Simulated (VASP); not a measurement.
# Y2MgC2 (P-3m1) in VASP: notebook

Y2MgC2 is run at these levels: PBE; tasks: single point, relaxation of cell and atoms.

Everything below comes from runs of VASP 6.6.1. Logs are shortened: lines on timing, memory, paths and dates and some standing lists are left out, and cuts for length are marked.

**1. The cell of the first run**

The structure is trigonal, space group P-3m1 (No. 164). Conventional cell: a = 3.242 Å, b = 3.242 Å, c = 8.477 Å, α = 90.00°, β = 90.00°, γ = 120.00°. Y (site symmetry 3m) has 3 Mg at 2.22 Å and 3 C at 2.48 Å within 2.9 Å. Within 2.9 Å of Mg (site symmetry -3m) lie 6 Y at 2.22 Å. Within 3.3 Å of C (site symmetry 3m) lie 3 Y at 2.48 Å and 6 C at 3.24 Å.

**2. Single point, PBE, collinear spin, ferromagnetic start**

The input, INCAR:

```
  ALGO = Normal
  EDIFF = 1E-7
  ENCUT = 520
  GGA = PE
  ISIF = 2
  ISMEAR = 0
  ISPIN = 2
  LASPH = True
  LCHARG = False
  LMAXMIX = 4
  LORBIT = 11
  LREAL = False
  LWAVE = False
  MAGMOM = 0 0 0 1 1
  NBANDS = 28
  NELM = 150
  PREC = Accurate
  SIGMA = 0.1
```

The input, KPOINTS:

```
k-points
0
Gamma
  6 6 2
```

The input, POSCAR:

```
Y2MgC2
1.0
    3.2421031100      0.0000000000      0.0000000000
   -1.6210515600      2.8077436600      0.0000000000
    0.0000000000      0.0000000000      8.4766730300
Y Mg C
2 1 2
Direct
    0.3333333300      0.6666666700      0.1410000000
    0.6666666700      0.3333333300      0.8590000000
    0.0000000000      0.0000000000      0.0000000000
    0.3333333300      0.6666666700      0.6670000000
    0.6666666700      0.3333333300      0.3330000000
```

Potentials or basis: VASP PAW PBE potentials, release 64 (Y_sv, Mg, C).

On the command line:

```console
cat potpaw_PBE.64/Y_sv/POTCAR potpaw_PBE.64/Mg/POTCAR potpaw_PBE.64/C/POTCAR > POTCAR
mpirun -np 1 vasp_std > vasp.out
```

OUTCAR:

```text
EDIFF = 1E-7
   ENCUT = 520
   GGA = PE
   ISIF = 2
   ISMEAR = 0
   ISPIN = 2
   LASPH = True
   LORBIT = 11
   LREAL = False
   NELM = 150
   PREC = Accurate

 ion  position               nearest neighbor table
   1  0.333  0.667  0.141-   3 2.22   3 2.22   3 2.22   5 2.48   5 2.48   5 2.48   2 3.04   2 3.04
                             2 3.04   3 3.93   3 3.93   3 3.93
   2  0.667  0.333  0.859-   3 2.22   3 2.22   3 2.22   4 2.48   4 2.48   4 2.48   1 3.04   1 3.04
                             1 3.04   3 3.93   3 3.93   3 3.93
   3  0.000  0.000  0.000-   1 2.22   2 2.22   2 2.22   1 2.22   2 2.22   1 2.22   1 3.93   2 3.93
                             1 3.93   2 3.93   1 3.93   2 3.93
   4  0.333  0.667  0.667-   2 2.48   2 2.48   2 2.48
   5  0.667  0.333  0.333-   1 2.48   1 2.48   1 2.48

  LATTYP: Found a hexagonal cell.
 ALAT       =     3.2421031100
 C/A-ratio  =     2.6145599762

  Lattice vectors:

 A1 = (   3.2421031100,   0.0000000000,   0.0000000000)
 A2 = (  -1.6210515600,   2.8077436600,   0.0000000000)
 A3 = (   0.0000000000,   0.0000000000,   8.4766730300)

Analysis of symmetry for initial positions (statically):
=====================================================================
 Subroutine PRICEL returns:
 Original cell was already a primitive cell.

 Routine SETGRP: Setting up the symmetry group for a
 hexagonal supercell.

 Subroutine GETGRP returns: Found 12 space group operations
 (whereof 12 operations were pure point group operations)
 out of a pool of 24 trial point group operations.

The static configuration has the point symmetry D_3d.

Analysis of symmetry for dynamics (positions and initial velocities):
=====================================================================
 Subroutine PRICEL returns:
 Original cell was already a primitive cell.

 Routine SETGRP: Setting up the symmetry group for a
 hexagonal supercell.

 Subroutine GETGRP returns: Found 12 space group operations
 (whereof 12 operations were pure point group operations)
 out of a pool of 24 trial point group operations.

The dynamic configuration has the point symmetry D_3d.

Analysis of structural, dynamic, and magnetic symmetry:
=====================================================================
 Subroutine PRICEL returns:
 Original cell was already a primitive cell.

 Routine SETGRP: Setting up the symmetry group for a
 hexagonal supercell.

 Subroutine GETGRP returns: Found 12 space group operations
 (whereof 12 operations were pure point group operations)
 out of a pool of 24 trial point group operations.

The overall configuration has the point symmetry D_3d.

 Subroutine INISYM returns: Found 12 space group operations
 (whereof 12 operations are pure point group operations),
 and found     1 'primitive' translations

----------------------------------------------------------------------------------------

                                     Primitive cell

  volume of cell :      77.1631

  direct lattice vectors                    reciprocal lattice vectors
     3.242103110  0.000000000  0.000000000     0.308441763  0.178078935  0.000000000
    -1.621051560  2.807743660  0.000000000     0.000000000  0.356157869  0.000000000
     0.000000000  0.000000000  8.476673030     0.000000000  0.000000000  0.117970812

  length of vectors
     3.242103110  3.242103117  8.476673030     0.356157870  0.356157869  0.117970812

  position of ions in fractional coordinates (direct lattice)
     0.333333330  0.666666670  0.141000000
     0.666666670  0.333333330  0.859000000
     0.000000000  0.000000000  0.000000000
     0.333333330  0.666666670  0.667000000
     0.666666670  0.333333330  0.333000000

  ion indices of the primitive-cell ions
   primitive index   ion index
                 1           1
                 2           2
                 3           3
                 4           4
                 5           5

[... 35 lines left out ...]
  0.000000  0.000000  0.500000      1.000000
  0.166667  0.000000  0.500000      6.000000
  0.333333  0.000000  0.500000      6.000000
  0.500000  0.000000  0.500000      3.000000
  0.166667  0.166667  0.500000      6.000000
  0.333333  0.166667  0.500000     12.000000
  0.333333  0.333333  0.500000      2.000000
   k-points           NKPTS =     14   k-points in BZ     NKDIM =     14   number of bands    NBANDS=     28
   number of dos      NEDOS =    301   number of ions     NIONS =      5
   total plane-waves  NPLWV =  36864
   dimension x,y,z NGX =    24 NGY =   24 NGZ =   64
   dimension x,y,z NGXF=    48 NGYF=   48 NGZF=  128
   ions per type =               2   1   2
   NGX,Y,Z   is equivalent  to a cutoff of  12.31, 12.31, 12.55 a.u.
   NGXF,Y,Z  is equivalent  to a cutoff of  24.61, 24.61, 25.10 a.u.
 SYSTEM =  unknown system
   PREC   = accura    normal or accurate (medium, high low for compatibility)
   ISTART =      0    job   : 0-new  1-cont  2-samecut
   ICHARG =      2    charge: 1-file 2-atom 10-const
   ISPIN  =      2    spin polarized calculation?
   LNONCOLLINEAR =      F non collinear calculations
   LSORBIT =      F    spin-orbit coupling
   LASPH  =      T    aspherical Exc in radial PAW
   ENCUT  =  520.0 eV  38.22 Ry    6.18 a.u.   6.03  6.03 15.76*2*pi/ulx,y,z
   NELM   =    150;   NELMIN=  2; NELMDL= -5     # of ELM steps
   EDIFF  = 0.1E-06   stopping-criterion for ELM
   LREAL  =      F    real-space projection
   EDIFFG = 0.1E-05   stopping-criterion for IOM
   NSW    =      0    number of steps for IOM
   IBRION =     -1    ionic relax: 0-MD 1-quasi-New 2-CG
   NFREE  =      0    steps in history (QN), initial steepest desc. (CG)
   ISIF   =      2    stress and relaxation
   ISYM   =      2    0-nonsym 1-usesym 2-fastsym
   POTIM  = 0.5000    time-step for ionic-motion
   TEBEG  =    0.0;   TEEND  =   0.0 temperature during run
   PSTRESS=    0.0 pullay stress
   NELECT =      32.0000    total number of electrons
   NUPDOWN=      -1.0000    fix difference up-down
   EMIN   =  10.00;   EMAX   =-10.00  energy-range for DOS
   EFERMI =   0.00;   METHOD = LEGACY
   ISMEAR =     0;   SIGMA  =   0.10  broadening in eV -4-tet -1-fermi 0-gaus
   EFERMI_NEDOS =   21; number of points for ismear=-14 and -15
   IALGO  =     38    algorithm
   IMIX   =      4    mixing-type and parameters
     AMIX     =   0.40;   BMIX     =  1.00
     AMIX_MAG =   1.60;   BMIX_MAG =  1.00
  volume/ion in A,a.u.               =      15.43       104.14
  Fermi-wavevector in a.u.,A,eV,Ry     =   1.220829  2.307033 20.278450  1.490424
  Thomas-Fermi vector in A             =   2.356033
   LORBIT       =     11    0 simple, 1 ext, 2 COOP (PROOUT), +10 PAW based schemes
   GGA     = PE    functional components
   LHFCALC =     F    Hartree Fock is set to
   AEXX    =    0.0000 exact exchange contribution
   IVDW    =     0    specifies the selected vdW correction
   LEPSILON=     F    determine dielectric tensor
   LRPA    =     F    only Hartree local field effects (RPA)
 spin polarized calculation
 Gauss-broadening in eV      SIGMA  =   0.10
  energy-cutoff  :      520.00
  volume of cell :       77.16
 maximum number of plane-waves:      2106
   NGX = 13   NGY = 13   NGZ = 31

 number of electron      32.0000000 magnetization       0.8016511

 Free energy of the ion-electron system (eV)
  ---------------------------------------------------
  ext. energy  EPLUGINS =         0.00000000
  ---------------------------------------------------
  free energy    TOTEN  =       -10.43450501 eV

  energy without entropy =      -10.41648667  energy(sigma->0) =      -10.42549584

 E-fermi :   3.5676     XC(G=0): -10.5001

 val. band max:        3.5661619606   @ k =   0.1667   0.0000   0.0000
 cond. band min:       3.6266434803   @ k =   0.5000   0.0000   0.5000
 fundamental gap:      0.0604815196
 Fermi energy:         3.5676062869

 spin component 1

 k-point     1 :       0.0000    0.0000    0.0000
  band No.  band energies     occupation
      1     -37.9729      1.00000
      2     -37.6570      1.00000
      3     -18.8955      1.00000
      4     -17.7556      1.00000
      5     -17.7556      1.00000
      6     -17.5414      1.00000
[... 423 lines left out ...]
     27      13.6678      0.00000
     28      13.6678      0.00000
 Fermi energy:         3.5676062869

 spin component 2

 k-point     1 :       0.0000    0.0000    0.0000
  band No.  band energies     occupation
      1     -37.9466      1.00000
      2     -37.6315      1.00000
      3     -18.8382      1.00000
      4     -17.7279      1.00000
      5     -17.7279      1.00000
      6     -17.4826      1.00000
[... 423 lines left out ...]
     27      13.7589      0.00000
     28      13.7589      0.00000

------------------------ aborting loop because EDIFF is reached ----------------------------------------

  FORCE on cell =-STRESS in cart. coord.  units (eV):
  Direction    XX          YY          ZZ          XY          YZ          ZX
  --------------------------------------------------------------------------------------
  -------------------------------------------------------------------------------------
  Total       30.0183522     30.0183523     21.7859118     -0.0000001      0.0000000     -0.0000000
  in kB      623.2865022    623.2865044    452.3521037     -0.0000011      0.0000000     -0.0000000
  external PRESSURE =     566.3083701 kB  Pullay stress =       0.0000000 kB

 VOLUME and BASIS-vectors are now :
 -----------------------------------------------------------------------------
  energy-cutoff  :      520.00
  volume of cell :       77.16
      direct lattice vectors                 reciprocal lattice vectors
     3.242103110  0.000000000  0.000000000     0.308441763  0.178078935  0.000000000
    -1.621051560  2.807743660  0.000000000     0.000000000  0.356157869  0.000000000
     0.000000000  0.000000000  8.476673030     0.000000000  0.000000000  0.117970812

 POSITION                                       TOTAL-FORCE (eV/Angst)
 -----------------------------------------------------------------------------------
     -0.00000      1.87183      1.19521         0.000000      0.000000     13.569387
      1.62105      0.93591      7.28146        -0.000000      0.000000    -13.569387
      0.00000      0.00000      0.00000        -0.000000      0.000000      0.000000
     -0.00000      1.87183      5.65394        -0.000000      0.000000      1.453829
      1.62105      0.93591      2.82273        -0.000000     -0.000000     -1.453829
 -----------------------------------------------------------------------------------
    total drift:                                0.000000     -0.000000      0.000000

  FREE ENERGIE OF THE ION-ELECTRON SYSTEM (eV)
  ---------------------------------------------------
  free  energy   TOTEN  =       -10.4345050051 eV

  energy  without entropy=      -10.4164866739  energy(sigma->0) =      -10.42549584

 total charge

# of ion       s       p       d       f       tot
--------------------------------------------------
    1        2.365   6.577   2.079   0.081  11.101
    2        2.365   6.577   2.079   0.081  11.101
    3        0.485   0.304   0.146   0.000   0.935
    4        1.007   1.071   0.000   0.000   2.078
    5        1.007   1.071   0.000   0.000   2.078
--------------------------------------------------
tot          7.229  15.599   4.304   0.161  27.293

 magnetization (x)

# of ion       s       p       d       f       tot
--------------------------------------------------
    1       -0.000  -0.002   0.070   0.002   0.069
    2       -0.000  -0.002   0.070   0.002   0.069
    3       -0.010   0.005   0.003   0.000  -0.002
    4        0.013   0.176   0.000   0.000   0.189
    5        0.013   0.176   0.000   0.000   0.189
--------------------------------------------------
tot          0.015   0.353   0.142   0.003   0.513
```

It took 70 s on 1 thread of Intel Xeon Platinum 8488C (Sapphire Rapids), shared host; peak memory 0.25 GiB.

What came out:

| Property | Result |
| --- | --- |
| Free energy | -10.4345 eV |
| Pressure | 56.6 GPa |
| Largest force | 13.569 eV/Å |
| Net moment | 0.80 μB per cell |
| Site moments | Y +0.07; Mg -0.00; C +0.19 μB |
| Valence electrons inside the program's atomic spheres | Y 11.10; Mg 0.94; C 2.08 |

Forces on the atoms (eV/Å):
```
Y     0.000   0.000  13.569
Y     0.000   0.000 -13.569
Mg    0.000   0.000   0.000
C     0.000   0.000   1.454
C     0.000   0.000  -1.454
```

Levels at points of the mesh, in eV from the Fermi level:
Spin up:
```tsv
k point	band 14	band 15	band 16	band 17	band 18	band 19
(0.00, 0.00, 0.00)	-0.33	-0.01	0.13	0.13	1.24	1.24
(0.50, 0.00, 0.00)	-1.51	-1.38	-0.51	0.24	0.81	0.97
(0.00, 0.00, 0.50)	-0.36	0.17	0.17	0.25	0.78	1.27
(0.50, 0.00, 0.50)	-1.23	-0.71	-0.40	0.06	0.26	0.96
```
Spin down:
```tsv
k point	band 13	band 14	band 15	band 16	band 17	band 18	band 19	band 20
(0.00, 0.00, 0.00)	-0.12	-0.12	0.18	0.38	0.38	1.42	1.42	1.84
(0.50, 0.00, 0.00)	-1.44	-1.27	-1.21	-0.18	0.69	1.07	1.22	1.99
(0.00, 0.00, 0.50)	-0.14	-0.14	0.40	0.40	0.47	0.92	1.46	1.46
(0.50, 0.00, 0.50)	-1.84	-1.09	-0.39	-0.08	0.50	0.51	1.22	1.92
```

Caveat: the k points lie up to 0.37 Å⁻¹ apart; forces of over 1 eV/Å act on the atoms, so gaps and moduli don't describe the material at rest.

**3. Single point, PBE**

This run uses another cell than the first one, of 16.47 Å³/atom, 1.067 times its volume.

The input, INCAR:

```
PREC = Accurate
ENCUT = 520
EDIFF = 1E-6
ISMEAR = 0
SIGMA = 0.1
LREAL = False
LASPH = True
NELM = 100
ALGO = Normal
ISIF = 2
LWAVE = False
LCHARG = False
GGA = PE
NBANDS = 24
```

The input, KPOINTS:

```
Automatic mesh
0
Gamma
  6 6 4
```

The input, POSCAR:

```
Y2MgC2
1.0
    4.2212118461      0.0000000000      0.0000000000
   -2.1106059230      3.6556766935      0.0000000000
    0.0000000000      0.0000000000      5.3377998386
Y Mg C
2 1 2
Direct
    0.3333333333      0.6666666667      0.2796566780
    0.6666666667      0.3333333333      0.7203433220
    0.0000000000      0.0000000000      0.0000000000
    0.3333333333      0.6666666667      0.7786298582
    0.6666666667      0.3333333333      0.2213701418
```

Potentials or basis: VASP PAW PBE potentials, release 64 (Y_sv, Mg, C).

On the command line:

```console
cat potpaw_PBE.64/Y_sv/POTCAR potpaw_PBE.64/Mg/POTCAR potpaw_PBE.64/C/POTCAR > POTCAR
mpirun -np 1 vasp_std > vasp.out
```

It took 64 s on 1 thread of Oxide Virtual Turin-like, shared host; peak memory 0.2 GiB.

Results (log left out):

* Free energy: -32.6266 eV
* Pressure: 0.0 GPa
* Largest force: 0.017 eV/Å
* Band gap on the k mesh: zero (band 16 reaches 4.78 eV, above the bottom of band 17 at 3.94 eV)

Forces on the atoms (eV/Å):
```
Y    0.000  0.000  0.014
Y    0.000  0.000 -0.014
Mg   0.000  0.000  0.000
C    0.000  0.000  0.017
C    0.000  0.000 -0.017
```

Stress tensor (GPa, compression positive):
```
 0.17  0.00  0.00
 0.00  0.17  0.00
 0.00  0.00 -0.23
```

Levels at points of the mesh, in eV from the Fermi level:
```
           k point  band 13  band 14  band 15  band 16  band 17  band 18  band 19  band 20
(0.00, 0.00, 0.00)    -2.13    -2.07    -2.07     0.51     0.59     1.51     1.51     3.47
(0.50, 0.00, 0.00)    -1.60    -1.52    -1.33    -0.38     1.04     1.51     1.99     2.94
(0.00, 0.00, 0.50)    -2.53    -2.26    -2.26    -1.74     1.65     1.84     3.35     3.35
(0.50, 0.00, 0.50)    -2.13    -1.92    -1.53    -0.57     1.65     1.88     2.72     3.20
```

**4. Single point, PBE, collinear spin, ferromagnetic start**

This run uses another cell than the first one, of 16.44 Å³/atom, 1.066 times its volume.

The input, INCAR:

```
SYSTEM = Y2MgC2
PREC = Accurate
ENCUT = 520
EDIFF = 1E-6
ISMEAR = 0
SIGMA = 0.1
LREAL = .False.
LASPH = .True.
NELM = 150
ALGO = Normal
ISIF = 2
LWAVE = .False.
LCHARG = .True.
ISPIN = 2
MAGMOM = 0 0 0 1 1
LORBIT = 11
LMAXMIX = 4
GGA = PE
LELF = .True.
LVHAR = .True.
NBANDS = 28
```

The input, KPOINTS:

```
regular mesh
0
Gamma
  6 6 2
  0 0 0
```

The input, POSCAR:

```
Y2MgC2
1.0
    4.2035244189      0.0000000037      0.0000000000
   -2.1017622127      3.6403589303      0.0000000000
    0.0000000000      0.0000000000      5.3731571753
Y Mg C
2 1 2
Direct
    0.3333333333      0.6666666667      0.2823880217
    0.6666666667      0.3333333333      0.7176119783
    0.0000000000      0.0000000000      0.0000000000
    0.3333333333      0.6666666667      0.7814075592
    0.6666666667      0.3333333333      0.2185924408
```

On the command line:

```console
cat potpaw_PBE.64/Y_sv/POTCAR potpaw_PBE.64/Mg/POTCAR potpaw_PBE.64/C/POTCAR > POTCAR
mpirun -np 1 vasp_std > vasp.out
```

Wall time 82 s (1 thread of Oxide Virtual Turin-like, shared host); peak memory 0.23 GiB.

Results (log left out):

| Item | Value |
| --- | --- |
| Free energy | -32.5833 eV |
| Pressure | 0.1 GPa |
| Largest force | 0.011 eV/Å |
| Band gap on the k mesh | zero (filled and empty bands overlap) |
| Net moment | 0.00 μB per cell |
| Valence electrons inside the program's atomic spheres | Y 9.89; Mg 0.39; C 2.25 |

Forces in eV/Å, atoms in the order of the input:
```
Y    0.000  0.000  0.011
Y    0.000  0.000 -0.011
Mg   0.000  0.000  0.000
C    0.000  0.000 -0.003
C    0.000  0.000  0.003
```

Stress tensor (GPa, compression positive):
```
 0.18  0.00  0.00
 0.00  0.18  0.00
 0.00  0.00 -0.11
```

Levels at points of the mesh, in eV from the Fermi level:
Spin up:
| k point | band 14 | band 15 | band 16 | band 17 | band 18 | band 19 |
| --- | --- | --- | --- | --- | --- | --- |
| (0.00, 0.00, 0.00) | -2.03 | -2.03 | 0.56 | 0.63 | 1.54 | 1.54 |
| (0.50, 0.00, 0.00) | -1.53 | -1.30 | -0.34 | 1.14 | 1.60 | 1.98 |
| (0.00, 0.00, 0.50) | -2.18 | -2.18 | -1.69 | 1.79 | 1.94 | 3.27 |
| (0.50, 0.00, 0.50) | -1.89 | -1.45 | -0.47 | 1.69 | 2.00 | 2.62 |
Spin down:
| k point | band 14 | band 15 | band 16 | band 17 | band 18 | band 19 |
| --- | --- | --- | --- | --- | --- | --- |
| (0.00, 0.00, 0.00) | -2.03 | -2.03 | 0.56 | 0.63 | 1.54 | 1.54 |
| (0.50, 0.00, 0.00) | -1.53 | -1.30 | -0.34 | 1.14 | 1.60 | 1.98 |
| (0.00, 0.00, 0.50) | -2.18 | -2.18 | -1.69 | 1.79 | 1.94 | 3.27 |
| (0.50, 0.00, 0.50) | -1.89 | -1.45 | -0.47 | 1.69 | 2.00 | 2.62 |

Caveat: the k points lie up to 0.58 Å⁻¹ apart.

[end of part 1 of 2]
